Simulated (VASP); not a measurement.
Runs of VASP 6.6.1 on GdO. Symmetry: F-43m, No. 216, cubic system. Conventional cell: a = 5.400 Å, b = 5.400 Å, c = 5.400 Å, α = 90.00°, β = 90.00°, γ = 90.00°. Within 3.1 Å of Gd (site symmetry -43m) lie 4 O at 2.34 Å. Within 3.1 Å of O (site symmetry -43m) lie 4 Gd at 2.34 Å. 

| task | level | cell | k mesh | cutoff (eV) | grid for exact exchange (PRECFOCK) | share of exact exchange | screening parameter | gap on the mesh (eV) | pressure (GPa) | moment (μB) |
| --- | --- | --- | --- | --- | --- | --- | --- | --- | --- | --- |
| single point | r2SCAN0 | as given | 5 × 5 × 5 | 520 | Normal | 0.25 | - | none | -2.8 | 7.98 |
| relaxation of cell and atoms | PBEsol | relaxed to 5 GPa | 9 × 9 × 9 | 600 | - | - | - | none | 5.0 | 6.04 |
| relaxation of cell and atoms | PBEsol | relaxed | 9 × 9 × 9 | 600 | - | - | - | none | 0.1 | (b) |
| single point | PBE-based screened hybrid with 25 % exact exchange | as given | 5 × 5 × 5 | 520 | Normal | 0.25 | 0.3 1/Å | none | -2.1 | (a) |
| relaxation of cell and atoms | PBEsol | relaxed to 2 GPa | 9 × 9 × 9 | 600 | - | - | - | none | 2.1 | 6.04 |

Alike in all rows: potentials or basis VASP PAW PBE potentials, release 64 (Gd, O); spin collinear, ferromagnetic start; smearing fermi-dirac 0.05 eV.

Task: Fill in the values left out.

Result: (a) 7.99; (b) 6.05.

Caveats: some runs use coarse meshes; the PAW data sets were made with another functional, which shifts forces and pressure a little; spin-orbit coupling is left out, which moves the levels of the heavy elements; a cell with one magnetic atom can't hold antiferromagnetic order, which such compounds often take; semilocal functionals describe open f shells poorly, which spoils levels, moments and volumes (at least some runs); the cell is relaxed towards a set pressure, so the run minimises the enthalpy, not the energy (at least some runs).

A k mesh can miss the band edges, and the runs leave out spin-orbit coupling on Gd.

A gap of «none» marks levels without a gap at the run's occupations.
